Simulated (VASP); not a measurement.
# Be (Pm-3n) in VASP: single point with revPBE

Aim: the single point of Be with revPBE.

Everything below comes from runs of VASP 6.6.1. Logs are shortened: lines on timing, memory, paths and dates and some standing lists are left out, and cuts for length are marked.

**1. The cell of the first run**

Symmetry: Pm-3n, No. 223, cubic system. The conventional cell has a = 4.043 Å, b = 4.043 Å, c = 4.043 Å, α = 90.00°, β = 90.00°, γ = 90.00°. Be (site symmetry m-3) has 12 Be at 2.26 Å within 3.0 Å. Within 2.7 Å of Be (site symmetry -4m2) lie 14 Be at 2.02 to 2.48 Å.

**2. Single point, revPBE**

Contents of INCAR:

```
SYSTEM = Be
PREC = Accurate
ENCUT = 520
EDIFF = 1E-6
ISMEAR = -1
SIGMA = 0.1
LREAL = .False.
LASPH = .True.
NELM = 80
ALGO = Normal
ISIF = 2
LWAVE = .False.
LCHARG = .True.
GGA = RE
LELF = .True.
LVHAR = .True.
NBANDS = 18
```

Contents of KPOINTS:

```
regular mesh
0
Gamma
  8 8 8
  0 0 0
```

Contents of POSCAR:

```
Be
1.0
    4.0426975347      0.0000000000      0.0000000000
    0.0000000000      4.0426975347      0.0000000000
    0.0000000000      0.0000000000      4.0426975347
Be
8
Direct
    1.0000000000      1.0000000000      1.0000000000
    0.5000000000      0.5000000000      0.5000000000
    0.2500000000      0.0000000000      0.5000000000
    0.7500000000      1.0000000000      0.5000000000
    0.5000000000      0.2500000000      1.0000000000
    0.5000000000      0.7500000000      1.0000000000
    0.0000000000      0.5000000000      0.2500000000
    0.0000000000      0.5000000000      0.7500000000
```

Potentials or basis: VASP PAW PBE potentials, release 64 (Be).

On the command line:

```sh
$ cat potpaw_PBE.64/Be/POTCAR > POTCAR
$ mpirun -np 1 vasp_std > vasp.out
```

OUTCAR:

```text
SYSTEM = Be
   PREC = Accurate
   ENCUT = 520
   EDIFF = 1E-6
   ISMEAR = -1
   LREAL = .False.
   LASPH = .True.
   NELM = 80
   ISIF = 2
   GGA = RE

 ion  position               nearest neighbor table
   1  0.000  0.000  0.000-   3 2.26   4 2.26   5 2.26   6 2.26   7 2.26   8 2.26   3 2.26   4 2.26
                             7 2.26   8 2.26   5 2.26   6 2.26
   2  0.500  0.500  0.500-   3 2.26   4 2.26   5 2.26   6 2.26   7 2.26   8 2.26   5 2.26   6 2.26
                             3 2.26   4 2.26   7 2.26   8 2.26
   3  0.250  0.000  0.500-   4 2.02   4 2.02   1 2.26   1 2.26   2 2.26   2 2.26
   4  0.750  0.000  0.500-   3 2.02   3 2.02   1 2.26   1 2.26   2 2.26   2 2.26
   5  0.500  0.250  0.000-   6 2.02   6 2.02   1 2.26   2 2.26   2 2.26   1 2.26
   6  0.500  0.750  0.000-   5 2.02   5 2.02   1 2.26   2 2.26   2 2.26   1 2.26
   7  0.000  0.500  0.250-   8 2.02   8 2.02   1 2.26   2 2.26   1 2.26   2 2.26
   8  0.000  0.500  0.750-   7 2.02   7 2.02   1 2.26   2 2.26   1 2.26   2 2.26

  LATTYP: Found a simple cubic cell.
 ALAT       =     4.0426975347

  Lattice vectors:

 A1 = (   4.0426975347,   0.0000000000,   0.0000000000)
 A2 = (   0.0000000000,   4.0426975347,   0.0000000000)
 A3 = (   0.0000000000,   0.0000000000,   4.0426975347)

Analysis of symmetry for initial positions (statically):
=====================================================================
 Subroutine PRICEL returns:
 Original cell was already a primitive cell.

 Routine SETGRP: Setting up the symmetry group for a
 simple cubic supercell.

 Subroutine GETGRP returns: Found 48 space group operations
 (whereof 24 operations were pure point group operations)
 out of a pool of 48 trial point group operations.

The static configuration has the point symmetry T_h .
 The point group associated with its full space group is O_h .

Analysis of symmetry for dynamics (positions and initial velocities):
=====================================================================
 Subroutine PRICEL returns:
 Original cell was already a primitive cell.

 Routine SETGRP: Setting up the symmetry group for a
 simple cubic supercell.

 Subroutine GETGRP returns: Found 48 space group operations
 (whereof 24 operations were pure point group operations)
 out of a pool of 48 trial point group operations.

The dynamic configuration has the point symmetry T_h .
 The point group associated with its full space group is O_h .

 Subroutine INISYM returns: Found 48 space group operations
 (whereof 24 operations are pure point group operations),
 and found     1 'primitive' translations

----------------------------------------------------------------------------------------

                                     Primitive cell

  volume of cell :      66.0714

  direct lattice vectors                    reciprocal lattice vectors
     4.042697535  0.000000000  0.000000000     0.247359589  0.000000000  0.000000000
     0.000000000  4.042697535  0.000000000     0.000000000  0.247359589  0.000000000
     0.000000000  0.000000000  4.042697535     0.000000000  0.000000000  0.247359589

  length of vectors
     4.042697535  4.042697535  4.042697535     0.247359589  0.247359589  0.247359589

  position of ions in fractional coordinates (direct lattice)
     0.000000000  0.000000000  0.000000000
     0.500000000  0.500000000  0.500000000
     0.250000000  0.000000000  0.500000000
     0.750000000  0.000000000  0.500000000
     0.500000000  0.250000000  0.000000000
     0.500000000  0.750000000  0.000000000
     0.000000000  0.500000000  0.250000000
     0.000000000  0.500000000  0.750000000

  ion indices of the primitive-cell ions
   primitive index   ion index
                 1           1
                 2           2
                 3           3
                 4           4
                 5           5
                 6           6
                 7           7
                 8           8

----------------------------------------------------------------------------------------

 KPOINTS: regular mesh

Automatic generation of k-mesh.
 Grid dimensions read from file:
 generate k-points for:    8    8    8

 Generating k-lattice:

  Cartesian coordinates                     Fractional coordinates (reciprocal lattice)
     0.030919949  0.000000000  0.000000000     0.125000000  0.000000000  0.000000000
     0.000000000  0.030919949  0.000000000     0.000000000  0.125000000  0.000000000
     0.000000000  0.000000000  0.030919949     0.000000000  0.000000000  0.125000000

  Length of vectors
     0.030919949  0.030919949  0.030919949

  Shift w.r.t. Gamma in fractional coordinates (k-lattice)
     0.000000000  0.000000000  0.000000000

 Subroutine IBZKPT returns following result:
 ===========================================

 Found     35 irreducible k-points:

 Following reciprocal coordinates:
            Coordinates               Weight
  0.000000  0.000000  0.000000      1.000000
  0.125000  0.000000  0.000000      6.000000
  0.250000  0.000000  0.000000      6.000000
  0.375000  0.000000  0.000000      6.000000
  0.500000  0.000000  0.000000      3.000000
  0.125000  0.125000  0.000000     12.000000
[... 16 lines left out ...]
  0.375000  0.375000  0.125000     24.000000
  0.500000  0.375000  0.125000     24.000000
 [... further k-points ...]
   k-points           NKPTS =     35   k-points in BZ     NKDIM =     35   number of bands    NBANDS=     18
   number of dos      NEDOS =    301   number of ions     NIONS =      8
   total plane-waves  NPLWV =  27000
   dimension x,y,z NGX =    30 NGY =   30 NGZ =   30
   dimension x,y,z NGXF=    60 NGYF=   60 NGZF=   60
   ions per type =               8
   NGX,Y,Z   is equivalent  to a cutoff of  12.34, 12.34, 12.34 a.u.
   NGXF,Y,Z  is equivalent  to a cutoff of  24.67, 24.67, 24.67 a.u.
 SYSTEM =  Be
   PREC   = accura    normal or accurate (medium, high low for compatibility)
   ISTART =      0    job   : 0-new  1-cont  2-samecut
   ICHARG =      2    charge: 1-file 2-atom 10-const
   ISPIN  =      1    spin polarized calculation?
   LNONCOLLINEAR =      F non collinear calculations
   LSORBIT =      F    spin-orbit coupling
   LASPH  =      T    aspherical Exc in radial PAW
   ENCUT  =  520.0 eV  38.22 Ry    6.18 a.u.   7.52  7.52  7.52*2*pi/ulx,y,z
   NELM   =     80;   NELMIN=  2; NELMDL= -5     # of ELM steps
   EDIFF  = 0.1E-05   stopping-criterion for ELM
   LREAL  =      F    real-space projection
   EDIFFG = 0.1E-04   stopping-criterion for IOM
   NSW    =      0    number of steps for IOM
   IBRION =     -1    ionic relax: 0-MD 1-quasi-New 2-CG
   NFREE  =      0    steps in history (QN), initial steepest desc. (CG)
   ISIF   =      2    stress and relaxation
   ISYM   =      2    0-nonsym 1-usesym 2-fastsym
   POTIM  = 0.5000    time-step for ionic-motion
   TEBEG  =    0.0;   TEEND  =   0.0 temperature during run
   PSTRESS=    0.0 pullay stress
   NELECT =      16.0000    total number of electrons
   NUPDOWN=      -1.0000    fix difference up-down
   EMIN   =  10.00;   EMAX   =-10.00  energy-range for DOS
   EFERMI =   0.00;   METHOD = LEGACY
   ISMEAR =    -1;   SIGMA  =   0.10  broadening in eV -4-tet -1-fermi 0-gaus
   EFERMI_NEDOS =   21; number of points for ismear=-14 and -15
   IALGO  =     38    algorithm
   IMIX   =      4    mixing-type and parameters
     AMIX     =   0.40;   BMIX     =  1.00
     AMIX_MAG =   1.60;   BMIX_MAG =  1.00
  volume/ion in A,a.u.               =       8.26        55.73
  Fermi-wavevector in a.u.,A,eV,Ry     =   1.020415  1.928305 14.167027  1.041247
  Thomas-Fermi vector in A             =   2.153983
   LORBIT       =      0    0 simple, 1 ext, 2 COOP (PROOUT), +10 PAW based schemes
   GGA     = RE    functional components
   LHFCALC =     F    Hartree Fock is set to
   AEXX    =    0.0000 exact exchange contribution
   IVDW    =     0    specifies the selected vdW correction
   LEPSILON=     F    determine dielectric tensor
   LRPA    =     F    only Hartree local field effects (RPA)
 non-spin polarized calculation
  energy-cutoff  :      520.00
  volume of cell :       66.07
 maximum number of plane-waves:      1800
   NGX = 15   NGY = 15   NGZ = 15

 number of electron      16.0000001 magnetization

 Free energy of the ion-electron system (eV)
  ---------------------------------------------------
  ext. energy  EPLUGINS =         0.00000000
  ---------------------------------------------------
  free energy    TOTEN  =       -27.64090881 eV

  energy without entropy =      -27.59867941  energy(sigma->0) =      -27.61979411

 E-fermi :   6.5119     XC(G=0): -10.4612

 val. band max:        6.4992411234   @ k =   0.5000   0.0000   0.0000
 cond. band min:       6.5285051493   @ k =   0.5000   0.3750   0.0000
 fundamental gap:      0.0292640260
 Fermi energy:         6.5119106769

 k-point     1 :       0.0000    0.0000    0.0000
  band No.  band energies     occupation
      1      -4.3990      2.00000
      2       1.7002      2.00000
      3       1.7002      2.00000
      4       1.7002      2.00000
      5       2.9580      2.00000
      6       2.9580      2.00000
[... 10 lines left out ...]
     17      13.0846      0.00000
     18      13.0846      0.00000

 k-point     2 :       0.1250    0.0000    0.0000
  band No.  band energies     occupation
      1      -4.2916      2.00000
      2       0.7210      2.00000
      3       1.8141      2.00000
      4       1.8141      2.00000
      5       3.0083      2.00000
      6       3.2119      2.00000
[... 10 lines left out ...]
     17      13.4304      0.00000
     18      13.6490      0.00000
[... 442 lines left out ...]
 k-point    24 :       0.5000    0.3750    0.1250
  band No.  band energies     occupation
      1      -1.6045      2.00000
      2      -1.5944      2.00000
      3       0.0981      2.00000
      4       0.1263      2.00000
      5       3.1294      2.00000
      6       3.4288      2.00000
[... 10 lines left out ...]
     17      15.6240      0.00000
     18      15.9715      0.00000

 [... further k-points ...]

------------------------ aborting loop because EDIFF is reached ----------------------------------------

  FORCE on cell =-STRESS in cart. coord.  units (eV):
  Direction    XX          YY          ZZ          XY          YZ          ZX
  --------------------------------------------------------------------------------------
  -------------------------------------------------------------------------------------
  Total       -0.0955372     -0.0955372     -0.0955372     -0.0000000     -0.0000000     -0.0000000
  in kB       -2.3166987     -2.3166987     -2.3166987     -0.0000000     -0.0000000     -0.0000000
  external PRESSURE =      -2.3166987 kB  Pullay stress =       0.0000000 kB

 VOLUME and BASIS-vectors are now :
 -----------------------------------------------------------------------------
  energy-cutoff  :      520.00
  volume of cell :       66.07
      direct lattice vectors                 reciprocal lattice vectors
     4.042697535  0.000000000  0.000000000     0.247359589  0.000000000  0.000000000
     0.000000000  4.042697535  0.000000000     0.000000000  0.247359589  0.000000000
     0.000000000  0.000000000  4.042697535     0.000000000  0.000000000  0.247359589

 POSITION                                       TOTAL-FORCE (eV/Angst)
 -----------------------------------------------------------------------------------
      0.00000      0.00000      0.00000         0.000000     -0.000000     -0.000000
      2.02135      2.02135      2.02135         0.000000     -0.000000     -0.000000
      1.01067      0.00000      2.02135         0.000000      0.000000      0.000000
      3.03202      0.00000      2.02135        -0.000000      0.000000      0.000000
      2.02135      1.01067      0.00000        -0.000000      0.000000      0.000000
      2.02135      3.03202      0.00000        -0.000000     -0.000000     -0.000000
      0.00000      2.02135      1.01067         0.000000     -0.000000     -0.000000
      0.00000      2.02135      3.03202        -0.000000     -0.000000     -0.000000
 -----------------------------------------------------------------------------------
    total drift:                               -0.000000     -0.000000     -0.000000

  FREE ENERGIE OF THE ION-ELECTRON SYSTEM (eV)
  ---------------------------------------------------
  free  energy   TOTEN  =       -27.6409088106 eV

  energy  without entropy=      -27.5986794100  energy(sigma->0) =      -27.61979411
```

It took 15 s on 1 thread of Intel Xeon 6975P-C (Granite Rapids), shared host; peak memory 0.17 GiB.

Results:

```
Free energy            : -27.6409 eV
Pressure               : -0.2 GPa
Band gap on the k mesh : zero (bands 8 and 9 overlap by 2.28 eV)
```

Levels at points of the mesh, in eV from the Fermi level:
```csv
k point,band 5,band 6,band 7,band 8,band 9,band 10,band 11,band 12
"(0.00, 0.00, 0.00)",-3.55,-3.55,-3.14,2.04,2.04,2.04,3.56,3.56
"(0.50, 0.00, 0.00)",-3.10,-3.10,-1.88,-1.88,-0.01,-0.01,4.71,4.71
"(0.50, 0.50, 0.00)",-2.72,-1.65,-1.65,-0.92,0.20,1.44,1.44,3.73
"(0.50, 0.50, 0.50)",-5.77,-5.77,-5.63,-5.63,8.29,8.29,8.29,8.29
```

Caveat: the PAW data sets were made with another functional, which shifts forces and pressure a little.
